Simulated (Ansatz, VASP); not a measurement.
## HgTe in VASP and in Ansatz

```
Hg Te
1.0
     3.11764    0.00000    0.00000
     0.00000    3.11764    0.00000
     0.00000    0.00000    3.11764
Hg Te
1 1
Direct
  0.00000 0.00000 0.00000
  0.50000 0.50000 0.50000
```

Change from the starting cell: volume scaled by 0.55, crystal datasets.

Alike in both runs: task single point; functional PBE; k mesh 11 × 11 × 11; occupations fermi-dirac, width 0.05 eV; no spin polarisation.

|  | VASP | Ansatz |
| --- | --- | --- |
| version | VASP 6.6.1 | Ansatz 0.2.0 |
| potentials or method | VASP PAW PBE potentials, release 64 (Hg, Te), cutoff 520 eV | all-electron PAW with datasets made for the crystal, scalar-relativistic |

VASP gave:

- pressure (GPa): 133.4

Question: Which values does Ansatz return?

Answer: Pressure (GPa): 130.5.

Both programs put the cell under a high pressure, so it lies far from rest at this level. Ansatz ran all-electron here, and VASP with PAW potentials. Ansatz's warnings: printed levels off.

Neither program's run includes spin-orbit coupling. Noted on VASP's run: the cell as given lies far from equilibrium.
